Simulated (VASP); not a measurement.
The system is Ni.

```
CELL_PARAMETERS angstrom
3.55160 1.77580 1.77580
1.77580 3.55160 1.77580
1.77580 1.77580 3.55160
ATOMIC_POSITIONS crystal
Ni 0.00000 0.00000 0.00000
Ni 0.50000 0.50000 0.50000
```

Base run:

* Program: VASP 6.6.1
* Functional: PBE
* Potentials or basis: VASP PAW PBE potentials, release 64 (Ni)
* Cutoff: 520 eV
* k mesh: 11 × 11 × 11
* Occupations: fermi-dirac, width 0.1 eV
* Spin: collinear spin, ferromagnetic start
* Starting moments: [2.0, 2.0] μB

Its results: pressure -5.0 GPa; net moment 1.21 μB per cell.

Q: The run is repeated on the same cell with these changes: spin from collinear spin, ferromagnetic start to collinear spin; moments at the start from [2.0, 2.0] to [0.06, 0.06]. What comes out?

A: Pressure -5.7 GPa; net moment 0.00 μB per cell.

Caveats: the cell stands under tension.
